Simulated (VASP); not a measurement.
Crystal: BN.

```
N B
1.0
     2.49824    0.00000    0.00000
    -1.24912    2.16354    0.00000
     0.00000    0.00000    6.63570
N B
2 2
Direct
  0.66667 0.33333 0.25000
  0.33333 0.66667 0.75000
  0.66667 0.33333 0.75000
  0.33333 0.66667 0.25000
```

Program: VASP 6.6.1. Alike in all runs: task single point; potentials or basis VASP PAW PBE potentials, release 64 (N, B); no spin polarisation; cell as given; k mesh 7 × 7 × 3; cutoff (eV) 520; smearing fermi-dirac 0.05 eV.

Question: Order these runs on this cell by their band gap on the k mesh, lowest first.
A. level r2SCAN-based global hybrid with 10 % exact exchange; share of exact exchange 0.1
B. level r2SCAN-based global hybrid with 25 % exact exchange; share of exact exchange 0.25
C. level r2SCAN-based global hybrid with 35 % exact exchange; share of exact exchange 0.35
D. level r2SCAN-based global hybrid with 15 % exact exchange; share of exact exchange 0.15

Answer: A (5.88 eV), D (6.26 eV), B (7.02 eV), C (7.80 eV).

A k mesh can miss the band edges.
